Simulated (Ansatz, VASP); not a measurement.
# Ta: VASP beside Ansatz

```
CELL_PARAMETERS angstrom
2.85358 0.00000 0.00000
-1.42679 2.47128 0.00000
0.00000 0.00000 5.33708
ATOMIC_POSITIONS crystal
Ta 0.66667 0.33333 0.75000
Ta 0.33333 0.66667 0.25000
```

Alike in both runs: task single point; functional LDA; k mesh 21 × 21 × 10; occupations gaussian, width 0.15 eV; no spin polarisation.

```csv
,VASP,Ansatz
version,VASP 6.6.1,Ansatz 0.2.0
potentials or method,"VASP PAW LDA potentials, release 64 (Ta_pv), cutoff 520 eV","scalar-relativistic, plane waves, PAW"
valence electrons in the cell,22,26
```

```tsv
	VASP	Ansatz	Ansatz less VASP
gap on the k mesh at the Fermi level (eV)	none	none	-
pressure (GPa)	-10.2	-10.8	-0.62
traceless stress, the component that is largest in VASP (GPa)	-5.25	-5.24	+0.018
```

LDA's correlation is that of Perdew and Zunger in VASP and of Perdew and Wang (1992) in Ansatz. A gap of «none» marks a metal or a gap that the smearing closes. VASP's potentials hold 22 valence electrons a cell and Ansatz's 26, so a difference there can come from the potentials and not from the codes.

Spin-orbit coupling is off throughout.
